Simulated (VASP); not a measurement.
Runs of VASP 6.6.1 on Y. The structure is that of space group P6_3/mmc (No. 194), or close to it. The cells are those of the table. 

```csv
task,cell,gap on the mesh (eV),pressure (GPa)
electric field gradients,"a = 3.651, b = 3.651, c = 5.862 Å, angles 90.0, 90.0, 120.0°, 2 atoms",none,-4.6
single point,"a = 3.651, b = 3.651, c = 5.632 Å, angles 90.0, 90.0, 120.0°, 2 atoms",none,-3.3
electric field gradients,"a = 3.639, b = 3.639, c = 5.728 Å, angles 90.0, 90.0, 120.0°, 2 atoms",none,-3.7
single point,"a = 3.651, b = 3.651, c = 5.805 Å, angles 90.0, 90.0, 120.0°, 2 atoms",none,-4.3
electric field gradients,"a = 3.577, b = 3.577, c = 5.630 Å, angles 90.0, 90.0, 120.0°, 2 atoms",none,-1.8
electric field gradients,"a = 3.627, b = 3.627, c = 5.709 Å, angles 90.0, 90.0, 120.0°, 2 atoms",none,-3.3
electric field gradients,"a = 3.676, b = 3.676, c = 5.785 Å, angles 90.0, 90.0, 120.0°, 2 atoms",none,-4.6
single point,"a = 3.723, b = 3.723, c = 5.860 Å, angles 90.0, 90.0, 120.0°, 2 atoms",none,-5.7
electric field gradients,"a = 3.700, b = 3.700, c = 5.823 Å, angles 90.0, 90.0, 120.0°, 2 atoms",none,(a)
electric field gradients,"a = 3.651, b = 3.651, c = 5.805 Å, angles 90.0, 90.0, 120.0°, 2 atoms",none,-4.3
single point,"a = 3.627, b = 3.627, c = 5.709 Å, angles 90.0, 90.0, 120.0°, 2 atoms",none,-3.3
```

Alike in all rows: level LDA; potentials or basis VASP PAW LDA potentials, release 64 (Y_sv); no spin polarisation; k mesh 12 × 12 × 7; cutoff (eV) 520; smearing fermi-dirac 0.08 eV.

Fill in the values left out.

(a) -5.2.

A k mesh can miss the band edges, and the runs leave out spin-orbit coupling on Y.

A gap of «none» marks levels without a gap at the run's occupations.
